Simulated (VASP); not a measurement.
Set up this calculation in VASP 6.6.1, as the native input.

```yaml
Task: single point
Functional: PBEsol
Potentials_or_basis: VASP PAW PBE potentials, release 64 (W_sv)
Cutoff: 520 eV
k_mesh: 16 × 16 × 16
Occupations: gaussian, width 0.1 eV
Spin: no spin polarisation
Dipole_correction: no
Further_INCAR_settings: ALGO = Fast; EDIFF = 1e-07; NBANDS = 21
```

The structure of W lies in POSCAR:

```
W
1.0
    3.2489578145      0.0000000000      0.0000000000
    0.0000000000      3.2489578145      0.0000000000
    0.0000000000      0.0000000000      3.0975500717
W
2
Direct
    0.0000000000      0.0000000000      0.0000000000
    0.5000000000      0.5000000000      0.5000000000
```

This cell differs from its parent crystal: biaxial strain in the a-b plane: +3.0 %.

One way to write it, as run:

INCAR

```
PREC = Accurate
ENCUT = 520
EDIFF = 1E-7
ISMEAR = 0
SIGMA = 0.1
LREAL = F
LASPH = T
NELM = 100
ALGO = Fast
ISIF = 2
LWAVE = F
LCHARG = F
GGA = PS
NBANDS = 21
```

KPOINTS

```
regular mesh
0
Gamma
  16 16 16
```

Potentials or basis: VASP PAW PBE potentials, release 64 (W_sv).

Run with:

```console
$ cat potpaw_PBE.64/W_sv/POTCAR > POTCAR
$ mpirun -np 1 vasp_std > vasp.out
```

It gave:

| Property | Result |
| --- | --- |
| Pressure | -11.4 GPa |
| Band gap on the k mesh | zero (band 14 reaches 11.56 eV, above the bottom of band 15 at 10.07 eV) |

Caveat: the cell differs from its parent crystal (biaxial strain in the a-b plane: +3.0 %); the PAW data sets were made with another functional, which shifts forces and pressure a little; spin-orbit coupling is left out, which moves the levels of the heavy elements.

Run time: 61 s on 1 thread of Intel(R) Xeon(R) 6975P-C (Granite Rapids), on a shared host, peak memory 0.31 GiB.
